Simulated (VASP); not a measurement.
Set up this calculation in VASP 6.6.1, as the native input.

```
Task                   : single point
Functional             : PBE
Potentials or basis    : VASP PAW PBE potentials, release 64 (Re)
Cutoff                 : 520 eV
k mesh                 : 9 × 9 × 5
Occupations            : fermi-dirac, width 0.05 eV
Spin                   : no spin polarisation
Dipole correction      : no
Further INCAR settings : ALGO = Normal; EDIFF = 1e-06; NBANDS = 14
```

The structure of Re lies in POSCAR:

```
Re
1.0
    2.7653363785      0.0000000000      0.0000000000
   -1.3826681893      2.3948515538      0.0000000000
    0.0000000000      0.0000000000      4.4735766300
Re
2
Direct
    0.3333333955      0.6666667909      0.2499999648
    0.6666666293      0.3333333954      0.7499998944
```

One way to write it, as run:

INCAR

```
  ALGO = Normal
  EDIFF = 1E-6
  ENCUT = 520
  GGA = PE
  ISIF = 2
  ISMEAR = -1
  LASPH = T
  LCHARG = T
  LELF = T
  LREAL = F
  LVHAR = T
  LWAVE = F
  NBANDS = 14
  NELM = 80
  PREC = Accurate
  SIGMA = 0.05
```

KPOINTS

```
k-points
0
Gamma
  9 9 5
```

Potentials or basis: VASP PAW PBE potentials, release 64 (Re).

Launch:

```bash
$ cat potpaw_PBE.64/Re/POTCAR > POTCAR
$ mpirun -np 1 vasp_std > vasp.out
```

It gave:

The pressure is 3.0 GPa and the band gap on the k mesh is zero (band 7 reaches 9.01 eV, above the bottom of band 8 at 6.31 eV).

Caveat: spin-orbit coupling is left out, which moves the levels of the heavy elements.

Run time: 9.3 s on 1 thread of Intel(R) Xeon(R) Platinum 8488C (Sapphire Rapids) (shared host), peak memory 0.16 GiB.
